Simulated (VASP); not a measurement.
Bi3Ru:

```
CELL_PARAMETERS angstrom
5.17297 0.00000 0.00000
0.00000 5.17297 0.00000
0.00000 0.00000 5.17297
ATOMIC_POSITIONS crystal
Ru 0.00000 0.00000 0.00000
Bi 0.50000 0.00000 0.00000
Bi 0.00000 0.50000 0.00000
Bi 0.00000 0.00000 0.50000
```

```yaml
Program: VASP 6.6.1
Task: relaxation of cell and atoms
Functional: r2SCAN
Potentials_or_basis: VASP PAW PBE potentials, release 64 (Ru_pv, Bi_d)
Cutoff: 600 eV
k_mesh: 4 × 4 × 4
Occupations: fermi-dirac, width 0.0615 eV
Spin: no spin polarisation
```

At the start: pressure 5.1 GPa; volume 34.61 Å³/atom.

Q: Where does the relaxation end?

A: Over 3 steps the energy falls by 42.0 meV/atom and the volume is 37.47 Å³/atom (+8.3 %); space group Pm-3m (No. 221, to 0.1 Å) before and after.

Step by step:
```
step  energy change (eV)  largest force (eV/Å)  pressure (GPa)  volume (Å³)
   1              0.0000                0.0000            5.08       138.43
   2             -0.0287                0.0000           -3.50       161.61
   3             -0.1681                0.0000           -0.04       149.88
```

Final structure:
```
Ru Bi
1.0
     5.31187    0.00000    0.00000
     0.00000    5.31187    0.00000
     0.00000    0.00000    5.31187
Ru Bi
1 3
Cartesian
  0.0000 0.0000 0.0000
  2.6559 0.0000 0.0000
  0.0000 2.6559 0.0000
  0.0000 0.0000 2.6559
```

Caveat: the PAW data sets were made with another functional, which shifts forces and pressure a little.
